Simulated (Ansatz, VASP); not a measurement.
# TaTeP: VASP beside Ansatz

The input INCAR:

```
SYSTEM = TaTeP
ALGO = Normal ; EDIFF = 1E-6
EDIFFG = -0.01 ; ENCUT = 600
GGA = PE ; IBRION = 2
ISIF = 3 ; ISMEAR = 0
LASPH = .TRUE. ; LCHARG = .FALSE.
LREAL = .FALSE. ; LWAVE = .FALSE.
NELM = 100 ; NSW = 100
PREC = Accurate ; SIGMA = 0.1
```

KPOINTS

```
k-points
0
G
  14 14 8
  0 0 0
```

POSCAR

```
TaTeP
1.0
    3.4781693378      0.0000000000      0.0000000000
    0.0000000000      3.4781693378      0.0000000000
    0.0000000000      0.0000000000      5.6926106169
Ta Te P
1 1 1
Direct
    0.5000000000      0.5000000000      0.5000000000
    0.5000000000      0.5000000000      0.0000000000
    0.0000000000      0.0000000000      0.5000000000
```

Input for Ansatz:

```yaml
crystal:
  lattice:
    - [3.4781693378, 0.0, 0.0]
    - [0.0, 3.4781693378, 0.0]
    - [0.0, 0.0, 5.6926106169]
  atoms:
    - { symbol: Ta, position: [0.5, 0.5, 0.5] }
    - { symbol: Te, position: [0.5, 0.5, 0.0] }
    - { symbol: P, position: [0.0, 0.0, 0.5] }
basis:
  ecutwfc: 420
kpoints:
  mp_grid: { grid: [14, 14, 8] }
hamiltonian:
  xc: pbe
scf:
  occupations: { method: gaussian, width: 0.1 }
output:
  forces: true
  stress: true
  eigenvalues: true
  write_density: true
  write_potential: true
  elf: true
  volumetric_format: npy
relax:
  adjacent_minimum: "off"
  f_tol: 0.01
  max_steps: 80
  cell: { stress_tol: 0.05 }
```

Alike in both runs: task relaxation of cell and atoms; functional PBE; k mesh 14 × 14 × 8; occupations gaussian, width 0.1 eV; no spin polarisation.

|  | VASP | Ansatz |
| --- | --- | --- |
| version | VASP 6.6.1 | Ansatz 0.2.0 |
| potentials or method | VASP PAW PBE potentials, release 64 (Ta_pv, Te, P), cutoff 600 eV | scalar-relativistic, plane waves, PAW |
| valence electrons in the cell | 22 | 34 |

|  | VASP | Ansatz | Ansatz less VASP |
| --- | --- | --- | --- |
| gap on the k mesh at the Fermi level, each at its own relaxed structure (eV) | none | none | - |
| relaxed volume (Å³/atom) | 22.91 | 22.91 | -0.006 |
| relaxed cell length with the largest relative difference (Å) | 5.664 | 5.666 | +0.0025 |

A gap of «none» marks a metal or a gap that the smearing closes. VASP's potentials hold 22 valence electrons a cell and Ansatz's 34, so a difference there can come from the potentials and not from the codes.

Neither program's run includes spin-orbit coupling.
